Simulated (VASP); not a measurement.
A run of VASP 6.6.1 is set up as follows.

The input INCAR:

```
ALGO = Normal ; EDIFF = 1E-6
ENCUT = 520 ; GGA = PE
ISIF = 2 ; ISMEAR = 0
LASPH = T ; LCHARG = F
LREAL = F ; LWAVE = F
NBANDS = 55 ; NELM = 100
PREC = Accurate ; SIGMA = 0.1
```

Contents of KPOINTS:

```
k-points
0
Gamma
  6 6 4
```

The input POSCAR:

```
Ga2O3
1.0
    6.1070000000     -1.5185500000      0.0000000000
    6.1070000000      1.5185500000      0.0000000000
   -1.3859889000      0.0000000000      5.6300087400
Ga O
4 6
Direct
    0.0905000000      0.0905000000      0.7946000000
    0.9095000000      0.9095000000      0.2054000000
    0.6586600000      0.6586600000      0.3140200000
    0.3413400000      0.3413400000      0.6859800000
    0.1645000000      0.1645000000      0.1098000000
    0.8355000000      0.8355000000      0.8902000000
    0.1733000000      0.1733000000      0.5632000000
    0.8267000000      0.8267000000      0.4368000000
    0.4959000000      0.4959000000      0.2566000000
    0.5041000000      0.5041000000      0.7434000000
```

Potentials or basis: VASP PAW PBE potentials, release 64 (Ga_d, O).

The run is started by

```console
$ cat potpaw_PBE.64/Ga_d/POTCAR potpaw_PBE.64/O/POTCAR > POTCAR
$ mpirun -np 1 vasp_std > vasp.out
```

(1) Estimate the band gap on the k mesh.

(2) What does it give for the largest force?

Results:

(1) 2.43 eV (least direct gap 2.44 eV).

(2) 0.245 eV/Å.
